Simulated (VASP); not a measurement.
Write the native input for VASP 6.6.1 that does the following.

| Quantity | Value |
| --- | --- |
| Task | relaxation of cell and atoms |
| Functional | PBE |
| Potentials or basis | VASP PAW PBE potentials, release 64 (Cu, S) |
| Cutoff | 600 eV |
| k mesh | 4 × 4 × 4 |
| Occupations | gaussian, width 0.1 eV |
| Spin | no spin polarisation |
| Dipole correction | no |
| Further INCAR settings | ALGO = Normal; EDIFF = 1e-07; IBRION = 2; EDIFFG = -0.04; NSW = 90; ISIF = 3 |

The structure of Cu3S lies in POSCAR:

```
Cu3S
1.0
    3.8716744446      0.0000000000      0.0000000000
    0.0000000000      3.8716744446      0.0000000000
    0.0000000000      0.0000000000      3.8716744446
Cu S
3 1
Direct
    0.0000000000      0.5000000000      0.5000000000
    0.5000000000      0.0000000000      0.5000000000
    0.5000000000      0.5000000000      0.0000000000
    0.0000000000      0.0000000000      0.0000000000
```

The input as run:

INCAR

```
  PREC = Accurate
  ENCUT = 600
  EDIFF = 1E-7
  ISMEAR = 0
  SIGMA = 0.1
  LREAL = False
  LASPH = True
  NELM = 60
  ALGO = Normal
  ISIF = 3
  LWAVE = False
  LCHARG = False
  GGA = PE
  IBRION = 2
  NSW = 90
  EDIFFG = -0.04
```

KPOINTS

```
Automatic mesh
0
Gamma
  4 4 4
```

Potentials or basis: VASP PAW PBE potentials, release 64 (Cu, S).

The run is started by

```bash
$ cat potpaw_PBE.64/Cu/POTCAR potpaw_PBE.64/S/POTCAR > POTCAR
$ mpirun -np 1 vasp_std > vasp.out
```

It gave:

* Relaxed volume: 12.83 Å³/atom
* Relaxed cell: a = 3.716 Å, b = 3.716 Å, c = 3.716 Å, α = 90.00°, β = 90.00°, γ = 90.00°
* Space group after relaxing (to 0.1 Å): Pm-3m (No. 221)
* Energy gained by relaxing: 63.2 meV/atom
* Ionic steps: 3
* Pressure after relaxing: 0.0 GPa
* Band gap on the k mesh: zero (an odd number of electrons rules out a gap without spin polarisation)

Caveat: the k points lie up to 0.42 Å⁻¹ apart in the final cell, too coarse for converged energies and pressures of a metal.

Wall time 33 s on 1 thread of Intel(R) Xeon(R) 6975P-C (Granite Rapids), with other jobs on the host, peak memory 0.19 GiB.
